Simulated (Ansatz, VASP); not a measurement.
**V: VASP beside Ansatz**

The input INCAR:

```
PREC = Accurate ; ENCUT = 500
EDIFF = 1E-6 ; ISMEAR = 0
SIGMA = 0.1 ; LREAL = F
LASPH = T ; NELM = 200
ALGO = Normal ; ISIF = 2
LWAVE = F ; LCHARG = T
ISPIN = 2 ; MAGMOM = 2
LORBIT = 11 ; LMAXMIX = 4
GGA = PE ; LELF = T
LVHAR = T ; NBANDS = 16
GGA_COMPAT = F
```

KPOINTS

```
Automatic mesh
0
Gamma
  8 8 8
```

The input POSCAR:

```
V
1.0
   -1.5143500000      1.5143500000      1.5143500000
    1.5143500000     -1.5143500000      1.5143500000
    1.5143500000      1.5143500000     -1.5143500000
V
1
Direct
    0.0000000000      0.0000000000      0.0000000000
```

Input for Ansatz:

```yaml
crystal:
  lattice:
    - [-1.51435, 1.51435, 1.51435]
    - [1.51435, -1.51435, 1.51435]
    - [1.51435, 1.51435, -1.51435]
  atoms:
    - { symbol: V, position: [0.0, 0.0, 0.0], spin: 2.0 }
basis:
  ecutwfc: 420
kpoints:
  mp_grid: { grid: [8, 8, 8] }
hamiltonian:
  xc: pbe
scf:
  occupations: { method: gaussian, width: 0.1 }
  lower_state_search: "off"
output:
  forces: true
  stress: true
  eigenvalues: true
  populations: true
magnetization:
  spin_polarized: true
```

Alike in both runs: task single point; functional PBE; k mesh 8 × 8 × 8; occupations gaussian, width 0.1 eV; collinear spin.

```csv
,VASP,Ansatz
version,VASP 6.6.1,Ansatz 0.2.0
potentials or method,"VASP PAW PBE potentials, release 64 (V_sv), cutoff 500 eV","scalar-relativistic, plane waves, PAW"
valence electrons in the cell,13,13
```

```tsv
	VASP	Ansatz	Ansatz less VASP
gap on the k mesh at the Fermi level (eV)	none	none	-
pressure (GPa)	-6.4	-6.5	-0.09
net moment per atom (μB)	0.00	0.00	0.000
```

A gap of «none» marks a metal or a gap that the smearing closes. Ansatz's warnings: seeded moment not kept.

The k mesh is coarse, so the values compare programs but aren't converged.
